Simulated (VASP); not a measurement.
# SrCl2 (R3m) in VASP: a series of runs

Aim: see how the results for SrCl2 move with the level of theory and the settings. Levels: PBE, r2SCAN. Tasks: single point.

Everything below comes from runs of VASP 6.6.1. Logs are shortened: lines on timing, memory, paths and dates and some standing lists are left out, and cuts for length are marked.

## (1) The cell of the first run

The structure is trigonal, space group R3m (No. 160). Conventional cell: a = 4.171 Å, b = 4.171 Å, c = 18.405 Å, α = 90.00°, β = 90.00°, γ = 120.00°. Sr (site symmetry 3m) has 6 Cl at 2.92 Å within 3.8 Å. Within 3.8 Å of Cl (site symmetry 3m) lie 3 Sr at 2.92 Å and 4 Cl at 3.30 to 3.72 Å. Within 3.8 Å of Cl (site symmetry 3m) lie 3 Sr at 2.92 Å and 4 Cl at 3.30 to 3.72 Å.

## (2) Single point, PBE

The input, INCAR:

```
PREC = Accurate
ENCUT = 520
EDIFF = 1E-6
ISMEAR = 0
SIGMA = 0.01
LREAL = F
LASPH = T
NELM = 60
ALGO = Normal
ISIF = 2
LWAVE = F
LCHARG = F
GGA = PE
NBANDS = 19
```

The input, KPOINTS:

```
regular mesh
0
Gamma
  4 4 4
```

The input, POSCAR:

```
SrCl2
1.0
    2.0857437711      1.2042047277      6.1350482906
   -2.0857437711      1.2042047277      6.1350482906
    0.0000000000     -2.4084094554      6.1350482906
Sr Cl
1 2
Direct
    0.0002014277      0.0002014277      0.0002014277
    0.4227725669      0.4227725669      0.4227725669
    0.2436926721      0.2436926721      0.2436926721
```

Potentials or basis: VASP PAW PBE potentials, release 64 (Sr_sv, Cl).

Launch:

```sh
$ cat potpaw_PBE.64/Sr_sv/POTCAR potpaw_PBE.64/Cl/POTCAR > POTCAR
$ mpirun -np 1 vasp_std > vasp.out
```

OUTCAR:

```text
PREC = Accurate
   ENCUT = 520
   EDIFF = 1E-6
   ISMEAR = 0
   LREAL = F
   LASPH = T
   NELM = 60
   ISIF = 2
   GGA = PE

 ion  position               nearest neighbor table
   1  0.000  0.000  0.000-   2 2.92   2 2.92   2 2.92   3 2.92   3 2.92   3 2.92
   2  0.423  0.423  0.423-   1 2.92   1 2.92   1 2.92
   3  0.244  0.244  0.244-   1 2.92   1 2.92   1 2.92

  LATTYP: Found a trigonal (rhomboedric) cell.
 ALAT       =     6.5908462001
 COS(alpha) =     0.7997052567

  Lattice vectors:

 A1 = (   2.0857437711,   1.2042047277,   6.1350482906)
 A2 = (  -2.0857437711,   1.2042047277,   6.1350482906)
 A3 = (   0.0000000000,  -2.4084094554,   6.1350482906)

Analysis of symmetry for initial positions (statically):
=====================================================================
 Subroutine PRICEL returns:
 Original cell was already a primitive cell.

 Routine SETGRP: Setting up the symmetry group for a
 trigonal (rhombohedral) supercell.

 Subroutine GETGRP returns: Found  6 space group operations
 (whereof  6 operations were pure point group operations)
 out of a pool of 12 trial point group operations.

The static configuration has the point symmetry C_3v.

Analysis of symmetry for dynamics (positions and initial velocities):
=====================================================================
 Subroutine PRICEL returns:
 Original cell was already a primitive cell.

 Routine SETGRP: Setting up the symmetry group for a
 trigonal (rhombohedral) supercell.

 Subroutine GETGRP returns: Found  6 space group operations
 (whereof  6 operations were pure point group operations)
 out of a pool of 12 trial point group operations.

The dynamic configuration has the point symmetry C_3v.

 Subroutine INISYM returns: Found  6 space group operations
 (whereof  6 operations are pure point group operations),
 and found     1 'primitive' translations

----------------------------------------------------------------------------------------

                                     Primitive cell

  volume of cell :      92.4550

  direct lattice vectors                    reciprocal lattice vectors
     2.085743771  1.204204728  6.135048291     0.239722638  0.138403930  0.054332634
    -2.085743771  1.204204728  6.135048291    -0.239722638  0.138403930  0.054332634
     0.000000000 -2.408409455  6.135048291     0.000000000 -0.276807860  0.054332634

  length of vectors
     6.590846200  6.590846200  6.590846200     0.282089749  0.282089749  0.282089749

  position of ions in fractional coordinates (direct lattice)
     0.000201428  0.000201428  0.000201428
     0.422772567  0.422772567  0.422772567
     0.243692672  0.243692672  0.243692672

  ion indices of the primitive-cell ions
   primitive index   ion index
                 1           1
                 2           2
                 3           3

----------------------------------------------------------------------------------------

 KPOINTS: regular mesh

Automatic generation of k-mesh.
 Grid dimensions read from file:
 generate k-points for:    4    4    4

 Generating k-lattice:

  Cartesian coordinates                     Fractional coordinates (reciprocal lattice)
     0.059930660  0.034600982  0.013583158     0.250000000 -0.000000000  0.000000000
    -0.059930660  0.034600982  0.013583158    -0.000000000  0.250000000  0.000000000
     0.000000000 -0.069201965  0.013583158     0.000000000  0.000000000  0.250000000

  Length of vectors
     0.070522437  0.070522437  0.070522437

  Shift w.r.t. Gamma in fractional coordinates (k-lattice)
     0.000000000  0.000000000  0.000000000

 Subroutine IBZKPT returns following result:
 ===========================================

 Found     13 irreducible k-points:

 Following reciprocal coordinates:
            Coordinates               Weight
  0.000000  0.000000  0.000000      1.000000
  0.250000  0.000000  0.000000      6.000000
  0.500000  0.000000  0.000000      3.000000
  0.250000  0.250000  0.000000      6.000000
  0.500000  0.250000 -0.000000     12.000000
 -0.250000  0.250000  0.000000      6.000000
  0.500000  0.500000  0.000000      3.000000
  0.250000  0.250000  0.250000      2.000000
  0.500000  0.250000  0.250000      6.000000
 -0.250000  0.250000  0.250000      6.000000
  0.500000  0.500000  0.250000      6.000000
 -0.250000  0.500000  0.250000      6.000000
  0.500000  0.500000  0.500000      1.000000
   k-points           NKPTS =     13   k-points in BZ     NKDIM =     13   number of bands    NBANDS=     19
   number of dos      NEDOS =    301   number of ions     NIONS =      3
   total plane-waves  NPLWV = 125000
   dimension x,y,z NGX =    50 NGY =   50 NGZ =   50
   dimension x,y,z NGXF=   100 NGYF=  100 NGZF=  100
   ions per type =               1   2
   NGX,Y,Z   is equivalent  to a cutoff of  12.61, 12.61, 12.61 a.u.
   NGXF,Y,Z  is equivalent  to a cutoff of  25.22, 25.22, 25.22 a.u.
 SYSTEM =  unknown system
   PREC   = accura    normal or accurate (medium, high low for compatibility)
   ISTART =      0    job   : 0-new  1-cont  2-samecut
   ICHARG =      2    charge: 1-file 2-atom 10-const
   ISPIN  =      1    spin polarized calculation?
   LNONCOLLINEAR =      F non collinear calculations
   LSORBIT =      F    spin-orbit coupling
   LASPH  =      T    aspherical Exc in radial PAW
   ENCUT  =  520.0 eV  38.22 Ry    6.18 a.u.  12.25 12.25 12.25*2*pi/ulx,y,z
   NELM   =     60;   NELMIN=  2; NELMDL= -5     # of ELM steps
   EDIFF  = 0.1E-05   stopping-criterion for ELM
   LREAL  =      F    real-space projection
   EDIFFG = 0.1E-04   stopping-criterion for IOM
   NSW    =      0    number of steps for IOM
   IBRION =     -1    ionic relax: 0-MD 1-quasi-New 2-CG
   NFREE  =      0    steps in history (QN), initial steepest desc. (CG)
   ISIF   =      2    stress and relaxation
   ISYM   =      2    0-nonsym 1-usesym 2-fastsym
   POTIM  = 0.5000    time-step for ionic-motion
   TEBEG  =    0.0;   TEEND  =   0.0 temperature during run
   PSTRESS=    0.0 pullay stress
   NELECT =      24.0000    total number of electrons
   NUPDOWN=      -1.0000    fix difference up-down
   EMIN   =  10.00;   EMAX   =-10.00  energy-range for DOS
   EFERMI =   0.00;   METHOD = LEGACY
   ISMEAR =     0;   SIGMA  =   0.01  broadening in eV -4-tet -1-fermi 0-gaus
   EFERMI_NEDOS =   21; number of points for ismear=-14 and -15
   IALGO  =     38    algorithm
   IMIX   =      4    mixing-type and parameters
     AMIX     =   0.40;   BMIX     =  1.00
     AMIX_MAG =   1.60;   BMIX_MAG =  1.00
  volume/ion in A,a.u.               =      30.82       207.97
  Fermi-wavevector in a.u.,A,eV,Ry     =   1.044324  1.973485 14.838673  1.090612
  Thomas-Fermi vector in A             =   2.179071
   LORBIT       =      0    0 simple, 1 ext, 2 COOP (PROOUT), +10 PAW based schemes
   GGA     = PE    functional components
   LHFCALC =     F    Hartree Fock is set to
   AEXX    =    0.0000 exact exchange contribution
   IVDW    =     0    specifies the selected vdW correction
   LEPSILON=     F    determine dielectric tensor
   LRPA    =     F    only Hartree local field effects (RPA)
 non-spin polarized calculation
 Gauss-broadening in eV      SIGMA  =   0.01
  energy-cutoff  :      520.00
  volume of cell :       92.46
 maximum number of plane-waves:      2531
 NGX is ok and might be reduce to    50
   NGX = 25   NGY = 25   NGZ = 25

 number of electron      23.9999999 magnetization

 Free energy of the ion-electron system (eV)
  ---------------------------------------------------
  ext. energy  EPLUGINS =         0.00000000
  ---------------------------------------------------
  free energy    TOTEN  =       -12.16471582 eV

  energy without entropy =      -12.16471582  energy(sigma->0) =      -12.16471582

 E-fermi :  -0.1374     XC(G=0):  -7.8894

 val. band max:       -0.2259151995   @ k =   0.0000   0.0000   0.0000
 cond. band min:       4.1254946109   @ k =   0.0000   0.0000   0.0000
 fundamental gap:      4.3514098104
 Fermi energy:        -0.1374068689

 k-point     1 :       0.0000    0.0000    0.0000
  band No.  band energies     occupation
      1     -33.5290      2.00000
      2     -15.7508      2.00000
      3     -15.5041      2.00000
      4     -15.5041      2.00000
      5     -13.5521      2.00000
      6     -12.7263      2.00000
[... 11 lines left out ...]
     18       6.7633      0.00000
     19       7.7383      0.00000

 k-point     2 :       0.2500    0.0000    0.0000
  band No.  band energies     occupation
      1     -33.5209      2.00000
      2     -15.7573      2.00000
      3     -15.6456      2.00000
      4     -15.5336      2.00000
      5     -13.2699      2.00000
      6     -12.8756      2.00000
[... 11 lines left out ...]
     18       7.3907      0.00000
     19       9.2680      0.00000

 k-point     3 :       0.5000    0.0000    0.0000
  band No.  band energies     occupation
      1     -33.5127      2.00000
      2     -15.9647      2.00000
      3     -15.5627      2.00000
      4     -15.5289      2.00000
      5     -13.0410      2.00000
      6     -13.0250      2.00000
[... 11 lines left out ...]
     18       7.9577      0.00000
     19       9.1100      0.00000

 k-point     4 :       0.2500    0.2500    0.0000
  band No.  band energies     occupation
      1     -33.5209      2.00000
      2     -15.7560      2.00000
      3     -15.6480      2.00000
      4     -15.5337      2.00000
      5     -13.2491      2.00000
      6     -12.8979      2.00000
[... 11 lines left out ...]
     18       7.3660      0.00000
     19       9.1958      0.00000

 k-point     5 :       0.5000    0.2500   -0.0000
  band No.  band energies     occupation
      1     -33.5127      2.00000
      2     -15.9160      2.00000
      3     -15.6185      2.00000
      4     -15.5308      2.00000
      5     -13.0800      2.00000
      6     -12.9789      2.00000
[... 11 lines left out ...]
     18       8.5268      0.00000
     19       9.3405      0.00000

 k-point     6 :      -0.2500    0.2500    0.0000
  band No.  band energies     occupation
      1     -33.5127      2.00000
      2     -15.9178      2.00000
      3     -15.6184      2.00000
      4     -15.5289      2.00000
      5     -13.0392      2.00000
      6     -13.0192      2.00000
[... 11 lines left out ...]
     18       8.5338      0.00000
     19       9.3065      0.00000

 k-point     7 :       0.5000    0.5000    0.0000
  band No.  band energies     occupation
      1     -33.5127      2.00000
      2     -15.9609      2.00000
      3     -15.5629      2.00000
      4     -15.5315      2.00000
      5     -13.1024      2.00000
      6     -12.9688      2.00000
[... 11 lines left out ...]
     18       8.2024      0.00000
     19       9.0362      0.00000

 k-point     8 :       0.2500    0.2500    0.2500
  band No.  band energies     occupation
      1     -33.5290      2.00000
      2     -15.7608      2.00000
      3     -15.5041      2.00000
      4     -15.5041      2.00000
      5     -13.4737      2.00000
      6     -12.8058      2.00000
[... 11 lines left out ...]
     18       6.7898      0.00000
     19       7.2098      0.00000

 k-point     9 :       0.5000    0.2500    0.2500
  band No.  band energies     occupation
      1     -33.5209      2.00000
      2     -15.7541      2.00000
      3     -15.6539      2.00000
      4     -15.5336      2.00000
      5     -13.1930      2.00000
      6     -12.9532      2.00000
[... 11 lines left out ...]
     18       7.4593      0.00000
     19       8.9112      0.00000

 k-point    10 :      -0.2500    0.2500    0.2500
  band No.  band energies     occupation
      1     -33.5127      2.00000
      2     -15.9628      2.00000
      3     -15.5628      2.00000
      4     -15.5302      2.00000
      5     -13.0817      2.00000
      6     -12.9869      2.00000
[... 11 lines left out ...]
     18       8.0328      0.00000
     19       9.3051      0.00000

 k-point    11 :       0.5000    0.5000    0.2500
  band No.  band energies     occupation
      1     -33.5209      2.00000
      2     -15.7527      2.00000
      3     -15.6564      2.00000
      4     -15.5337      2.00000
      5     -13.1539      2.00000
      6     -12.9938      2.00000
[... 11 lines left out ...]
     18       7.4391      0.00000
     19       8.7860      0.00000

 k-point    12 :      -0.2500    0.5000    0.2500
  band No.  band energies     occupation
      1     -33.5127      2.00000
      2     -15.9142      2.00000
      3     -15.6186      2.00000
      4     -15.5327      2.00000
      5     -13.1005      2.00000
      6     -12.9590      2.00000
[... 11 lines left out ...]
     18       8.3699      0.00000
     19       9.5060      0.00000

 k-point    13 :       0.5000    0.5000    0.5000
  band No.  band energies     occupation
      1     -33.5290      2.00000
      2     -15.7706      2.00000
      3     -15.5041      2.00000
      4     -15.5041      2.00000
      5     -13.3712      2.00000
      6     -12.9095      2.00000
[... 11 lines left out ...]
     18       6.8529      0.00000
     19       6.8529      0.00000

------------------------ aborting loop because EDIFF is reached ----------------------------------------

  FORCE on cell =-STRESS in cart. coord.  units (eV):
  Direction    XX          YY          ZZ          XY          YZ          ZX
  --------------------------------------------------------------------------------------
  -------------------------------------------------------------------------------------
  Total        0.7638873      0.7638873      0.7273401      0.0000000      0.0000000     -0.0000000
  in kB       13.2376022     13.2376022     12.6042667      0.0000000      0.0000000     -0.0000000
  external PRESSURE =      13.0264904 kB  Pullay stress =       0.0000000 kB

 VOLUME and BASIS-vectors are now :
 -----------------------------------------------------------------------------
  energy-cutoff  :      520.00
  volume of cell :       92.46
      direct lattice vectors                 reciprocal lattice vectors
     2.085743771  1.204204728  6.135048291     0.239722638  0.138403930  0.054332634
    -2.085743771  1.204204728  6.135048291    -0.239722638  0.138403930  0.054332634
     0.000000000 -2.408409455  6.135048291     0.000000000 -0.276807860  0.054332634

 POSITION                                       TOTAL-FORCE (eV/Angst)
 -----------------------------------------------------------------------------------
      0.00000      0.00000      0.00371         0.000000     -0.000000     -0.003609
      0.00000      0.00000      7.78119         0.000000      0.000000     -0.000677
      0.00000      0.00000      4.48520         0.000000     -0.000000      0.004285
 -----------------------------------------------------------------------------------
    total drift:                               -0.000000      0.000000     -0.000064

  FREE ENERGIE OF THE ION-ELECTRON SYSTEM (eV)
  ---------------------------------------------------
  free  energy   TOTEN  =       -12.1647158199 eV

  energy  without entropy=      -12.1647158199  energy(sigma->0) =      -12.16471582
```

It took 36 s on 1 thread of Intel Xeon Platinum 8488C (Sapphire Rapids), shared host; peak memory 0.33 GiB.

What came out:

- Free energy: -12.1647 eV
- Pressure: 1.3 GPa
- Largest force: 0.004 eV/Å
- Band gap on the k mesh: 4.35 eV, direct

Forces on the atoms (eV/Å):
```
Sr   0.000  0.000 -0.004
Cl   0.000  0.000 -0.001
Cl   0.000  0.000  0.004
```

Levels at points of the mesh, in eV from the valence-band top:
```
           k point  band 10  band 11  band 12  band 13  band 14  band 15
(0.00, 0.00, 0.00)    -1.08    -1.08     0.00     4.35     6.23     6.48
(0.50, 0.00, 0.00)    -1.41    -1.01    -0.35     4.59     6.84     7.49
(0.50, 0.50, 0.00)    -1.29    -1.21    -0.65     4.50     6.82     7.49
(0.50, 0.50, 0.50)    -1.04    -0.93    -0.93     5.15     5.87     6.35
```

Caveat: the k points lie up to 0.44 Å⁻¹ apart.

## (3) Single point, PBE

The input, INCAR:

```
PREC = Accurate
ENCUT = 520
EDIFF = 1E-7
ISMEAR = 0
SIGMA = 0.01
LREAL = False
LASPH = True
NELM = 60
ALGO = Normal
ISIF = 2
LWAVE = False
LCHARG = False
GGA = PE
NBANDS = 19
```

The input, KPOINTS:

```
Automatic mesh
0
Gamma
  6 6 6
```

POSCAR is that of step 2.

Potentials or basis: VASP PAW PBE potentials, release 64 (Sr_sv, Cl).

Launch:

```sh
$ cat potpaw_PBE.64/Sr_sv/POTCAR potpaw_PBE.64/Cl/POTCAR > POTCAR
$ mpirun -np 1 vasp_std > vasp.out
```

Run time: 96 s. Hardware: 1 thread of Intel Xeon Platinum 8488C (Sapphire Rapids), shared host; peak memory 0.36 GiB.

Results (log left out):

| Quantity | Value |
| --- | --- |
| Free energy | -12.1651 eV |
| Pressure | 1.3 GPa |
| Largest force | 0.004 eV/Å |
| Band gap on the k mesh | 4.35 eV, direct |

Forces in eV/Å, atoms in the order of the input:
```
Sr   0.000  0.000 -0.004
Cl   0.000  0.000  0.000
Cl   0.000  0.000  0.004
```

Levels at points of the mesh, in eV from the valence-band top:
| k point | band 10 | band 11 | band 12 | band 13 | band 14 | band 15 |
| --- | --- | --- | --- | --- | --- | --- |
| (0.00, 0.00, 0.00) | -1.08 | -1.08 | 0.00 | 4.35 | 6.23 | 6.48 |
| (0.50, 0.00, 0.00) | -1.41 | -1.01 | -0.35 | 4.59 | 6.84 | 7.49 |
| (0.50, 0.50, 0.00) | -1.29 | -1.21 | -0.65 | 4.50 | 6.82 | 7.49 |
| (0.50, 0.50, 0.50) | -1.04 | -0.93 | -0.93 | 5.15 | 5.87 | 6.35 |

[end of part 1 of 2]
